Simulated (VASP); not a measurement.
Input of a VASP 6.6.1 run:

The input INCAR:

```
ALGO     = Normal         # electronic algorithm
EDIFF    = 1E-6           # SCF threshold, eV
ENCUT    = 520            # plane-wave cutoff, eV
GGA      = PE             # functional
ISIF     = 2              # what is computed and relaxed
ISMEAR   = 0              # smearing method
LASPH    = T              # aspherical terms in the spheres
LCHARG   = F              # write CHGCAR
LREAL    = F              # projectors in reciprocal space
LWAVE    = F              # write WAVECAR
NBANDS   = 28             # bands
NELM     = 80             # most SCF steps
PREC     = Accurate       # precision mode
SIGMA    = 0.1            # smearing width, eV
```

KPOINTS

```
k-points
0
Gamma
  3 3 6
```

Contents of POSCAR:

```
ScSi2O3
1.0
    5.7470844042      0.0000000000      0.0000000000
   -2.8735422021      4.9771210917      0.0000000000
    0.0000000000      0.0000000000      2.7937017987
Sc Si O
1 2 3
Direct
    0.0000000000      0.0000000000      0.5000000000
    0.3333333333      0.6666666667      0.5000000000
    0.6666666667      0.3333333333      0.5000000000
    0.3542186461      0.0000000000      0.5000000000
    0.0000000000      0.3542186461      0.5000000000
    0.6457813539      0.6457813539      0.5000000000
```

Potentials or basis: VASP PAW PBE potentials, release 64 (Sc_sv, Si, O).

The run is started by

```console
$ cat potpaw_PBE.64/Sc_sv/POTCAR potpaw_PBE.64/Si/POTCAR potpaw_PBE.64/O/POTCAR > POTCAR
$ mpirun -np 1 vasp_std > vasp.out
```

Task: Predict the pressure.

Result: 0.6 GPa.

Task: Estimate the largest force.

Result: 0.066 eV/Å.

Forces on the atoms (eV/Å):
```
Sc   0.000  0.000  0.000
Si   0.000  0.000  0.000
Si   0.000  0.000  0.000
O    0.066  0.000  0.000
O   -0.033  0.057  0.000
O   -0.033 -0.057  0.000
```

Caveat: the k points lie up to 0.42 Å⁻¹ apart; an odd number of electrons without spin polarisation forces a metal; a magnetic or distorted state may lie lower.
